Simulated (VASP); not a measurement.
A run of VASP 6.6.1 is set up as follows.

File INCAR:

```
PREC = Accurate
ENCUT = 520
EDIFF = 1E-6
ISMEAR = -1
SIGMA = 0.02
LREAL = False
LASPH = True
NELM = 100
ALGO = Normal
ISIF = 2
LWAVE = False
LCHARG = False
GGA = PE
NBANDS = 15
```

Contents of KPOINTS:

```
Automatic mesh
0
Gamma
  8 8 8
```

Contents of POSCAR:

```
CaSe
1.0
    0.0000000000      2.9378597577      2.9776696370
    2.9378597577      0.0000000000      2.9776696370
    2.9378597577      2.9378597577      0.0000000000
Ca Se
1 1
Direct
    0.0000000000      0.0000000000      0.0000000000
    0.5000000000      0.5000000000      0.5000000000
```

Potentials or basis: VASP PAW PBE potentials, release 64 (Ca_sv, Se).

The run is started by

```sh
$ cat potpaw_PBE.64/Ca_sv/POTCAR potpaw_PBE.64/Se/POTCAR > POTCAR
$ mpirun -np 1 vasp_std > vasp.out
```

Problem. What does it give for the band gap on the k mesh?

Solution. 2.00 eV (least direct gap 2.92 eV).

Problem. Predict the pressure.

Solution. 1.6 GPa.

Stress tensor (GPa, compression positive):
```
2.08 0.00 0.00
0.00 2.08 0.00
0.00 0.00 0.77
```

Caveat: the cell differs from its parent crystal (epitaxial xy strain -1.0%). A k mesh can miss the band edges.
